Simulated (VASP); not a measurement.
Write the native input for VASP 6.6.1 that does the following.

```
Task                   : single point
Functional             : LDA
Potentials or basis    : VASP PAW LDA potentials, release 64 (Hf_pv, C)
Cutoff                 : 520 eV
k mesh                 : 14 × 14 × 14
Occupations            : fermi-dirac, width 0.05 eV
Spin                   : no spin polarisation
Dipole correction      : no
Further INCAR settings : ALGO = Normal; EDIFF = 1e-06; NBANDS = 14
```

The structure of HfC lies in POSCAR:

```
HfC
1.0
    0.0000000000      2.3171388429      2.3171388429
    2.3171388429      0.0000000000      2.3171388429
    2.3171388429      2.3171388429      0.0000000000
Hf C
1 1
Direct
    0.0000000000      0.0000000000      0.0000000000
    0.5000000000      0.5000000000      0.5000000000
```

These files were run (other wordings do the same):

INCAR

```
PREC = Accurate
ENCUT = 520
EDIFF = 1E-6
ISMEAR = -1
SIGMA = 0.05
LREAL = False
LASPH = True
NELM = 100
ALGO = Normal
ISIF = 2
LWAVE = False
LCHARG = False
NBANDS = 14
```

KPOINTS

```
Automatic mesh
0
Gamma
  14 14 14
```

Potentials or basis: VASP PAW LDA potentials, release 64 (Hf_pv, C).

Run with:

```bash
$ cat potpaw_LDA.64/Hf_pv/POTCAR potpaw_LDA.64/C/POTCAR > POTCAR
$ mpirun -np 1 vasp_std > vasp.out
```

It gave:

```yaml
Pressure: -9.4 GPa
Band_gap_on_the_k_mesh: zero (band 7 reaches 6.96 eV, above the bottom of band 8 at 5.53 eV)
```

Caveat: spin-orbit coupling is left out, which moves the levels of the heavy elements.

Wall time 12 s on 1 thread of Intel Xeon 6975P-C (shared host), peak memory 0.16 GiB.
